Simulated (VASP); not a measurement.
Input of a VASP 6.6.1 run:

POSCAR

```
CuI
1.0
    0.0000000000      3.0315000000      3.0315000000
    3.0315000000      0.0000000000      3.0315000000
    3.0315000000      3.0315000000      0.0000000000
I Cu
1 1
Direct
    0.0000000000      0.0000000000      0.0000000000
    0.7500000000      0.7500000000      0.7500000000
```

File INCAR.step1:

```
SYSTEM = CuI
  PREC = Accurate
  ENCUT = 520
  EDIFF = 1E-5
  ISMEAR = -1
  SIGMA = 0.05
  LREAL = .False.
  LASPH = .True.
  NELM = 80
  ALGO = Normal
  ISIF = 2
  LWAVE = .True.
  GGA = PE
  NBANDS = 16
```

File INCAR.step2:

```
SYSTEM = CuI
  PREC = Accurate
  ENCUT = 520
  EDIFF = 1E-6
  ISMEAR = -1
  SIGMA = 0.05
  LREAL = .False.
  LASPH = .True.
  NELM = 80
  ALGO = Normal
  ISIF = 2
  LWAVE = .False.
  LCHARG = .True.
  GGA = B3
  LHFCALC = .True.
  AEXX = 0.2
  AGGAX = 0.72
  AGGAC = 0.81
  ALDAC = 0.19
  PRECFOCK = Normal
  LELF = .True.
  LVHAR = .True.
  ISTART = 1
  NBANDS = 16
```

Contents of KPOINTS:

```
regular mesh
0
Gamma
  4 4 4
  0 0 0
```

Potentials or basis: VASP PAW PBE potentials, release 64 (I, Cu).

Command:

```console
$ cat potpaw_PBE.64/I/POTCAR potpaw_PBE.64/Cu/POTCAR > POTCAR
$ cp INCAR.step1 INCAR
$ mpirun -np 1 vasp_std > vasp.out
$ cp INCAR.step2 INCAR
$ mpirun -np 1 vasp_std > vasp.out
```

(1) Estimate the band gap on the k mesh.

(2) Estimate the pressure.

Results:

(1) 2.95 eV, direct.

(2) 3.1 GPa.

Caveat: the k points lie up to 0.45 Å⁻¹ apart; the PAW data sets were made with another functional, which shifts forces and pressure a little; spin-orbit coupling is left out, which moves the levels of the heavy elements.
